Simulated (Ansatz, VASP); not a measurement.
**PbS in VASP and in Ansatz**

```
CELL_PARAMETERS angstrom
3.45767 0.00000 0.00000
0.00000 3.45767 0.00000
0.00000 0.00000 3.45767
ATOMIC_POSITIONS crystal
Pb 0.00000 0.00000 0.00000
S 0.50000 0.50000 0.50000
```

Change from the starting cell: strain -0.040 along x and y, -0.040 along z, atoms carried along.

Alike in both runs: task single point; functional PBE; dispersion D3(BJ); k mesh 16 × 16 × 16; occupations gaussian, width 0.15 eV; no spin polarisation.

```csv
,VASP,Ansatz
version,VASP 6.6.1,Ansatz 0.2.0
potentials or method,"VASP PAW PBE potentials, release 64 (Pb_d, S), cutoff 520 eV","scalar-relativistic, plane waves, PAW"
valence electrons in the cell,20,20
```

```csv
,VASP,Ansatz,Ansatz less VASP
gap on the k mesh at the Fermi level (eV),none,none,-
pressure (GPa),9.5,9.5,+0.08
```

A gap of «none» marks a metal or a gap that the smearing closes.

Neither program's run includes spin-orbit coupling.
